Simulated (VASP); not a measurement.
W:

```
W
1.0
     0.00000    2.05671    2.05671
     2.05671    0.00000    2.05671
     2.05671    2.05671    0.00000
W
1
Direct
  0.00000 0.00000 0.00000
```

Base run:

* Program: VASP 6.6.1
* Functional: PBE
* Potentials or basis: VASP PAW PBE potentials, release 64 (W_sv)
* Cutoff: 520 eV
* k mesh: 11 × 11 × 11
* Occupations: fermi-dirac, width 0.05 eV
* Spin: no spin polarisation

Its results: band gap on the k mesh zero (band 7 reaches 12.08 eV, above the bottom of band 8 at 9.22 eV); pressure -14.3 GPa.

Task: The run is repeated on the same cell with these changes: functional from PBE to PBEsol; further incar settings from ALGO = Normal; EDIFF = 1e-06; NBANDS = 13 to ALGO = Normal; EDIFF = 1e-07; NBANDS = 13. What comes out?

Result: Band gap on the k mesh zero (band 7 reaches 11.92 eV, above the bottom of band 8 at 9.04 eV); pressure -21.6 GPa.

Caveats: spin-orbit coupling is left out, which moves the levels of the heavy elements; the PAW data sets were made with another functional, which shifts forces and pressure a little (some runs).
